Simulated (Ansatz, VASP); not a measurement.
This is a calculation of FeO for VASP 6.6.1.

File INCAR:

```
PREC = Accurate
ENCUT = 600
EDIFF = 1E-6
ISMEAR = -1
SIGMA = 0.05
LREAL = F
LASPH = T
NELM = 200
ALGO = Normal
ISIF = 2
LWAVE = F
LCHARG = T
ISPIN = 2
MAGMOM = 3.8 0
LORBIT = 11
NUPDOWN = 3.8
LMAXMIX = 4
GGA = PS
LELF = T
LVHAR = T
NBANDS = 22
GGA_COMPAT = F
```

The input KPOINTS:

```
regular mesh
0
Gamma
  9 9 9
```

The input POSCAR:

```
FeO
1.0
    0.0000000000      2.1554000000      2.1554000000
    2.1554000000      0.0000000000      2.1554000000
    2.1554000000      2.1554000000      0.0000000000
Fe O
1 1
Direct
    0.0000000000      0.0000000000      0.0000000000
    0.5000000000      0.5000000000      0.5000000000
```

Potentials or basis: VASP PAW PBE potentials, release 64 (Fe_sv, O).

The run is started by

```sh
$ cat potpaw_PBE.64/Fe_sv/POTCAR potpaw_PBE.64/O/POTCAR > POTCAR
$ mpirun -np 1 vasp_std > vasp.out
```

Question: Translate it to Ansatz 0.2.0. Potentials there: Ansatz PAW.

Answer: As run (the cutoff follows the program's own potentials):

input.yaml

```yaml
crystal:
  lattice:
    - [0.0, 2.1554, 2.1554]
    - [2.1554, 0.0, 2.1554]
    - [2.1554, 2.1554, 0.0]
  atoms:
    - { symbol: Fe, position: [0.0, 0.0, 0.0], spin: 3.8 }
    - { symbol: O, position: [0.5, 0.5, 0.5] }
hamiltonian:
  xc: pbesol
  pseudopotentials: { kind: paw }
magnetization:
  spin_polarized: true
  initial_magnetization: 3.8
  spin_locking: { lock_magnetization: hard }
kpoints:
  mp_grid: { grid: [9, 9, 9] }
scf:
  occupations: { method: fermi_dirac, width: 0.05 }
  lower_state_search: "off"
output:
  forces: true
  stress: true
  eigenvalues: true
```

Potentials or basis: Ansatz PAW.

Command:

```bash
$ ansatz run input.yaml --threads 2 --pin off --max-ram 5632MiB --backend cpu --events-out ev --progress --plain --runs-dir out
```

Both were run:

|  | VASP | Ansatz | Ansatz less VASP |
| --- | --- | --- | --- |
| pressure (GPa) | -13.4 | -11.2 | +2.17 |
| net moment per atom (μB) | 1.90 | 1.90 | 0.000 |
| size of the moment on the site where the two differ most (μB) | 3.33 | 3.31 | -0.025 |

VASP's potentials were made for PBE, not for PBEsol. Site moments also hang on the region over which each program counts them. The functional is the same, so the differences come from potentials, cutoffs and numerics.
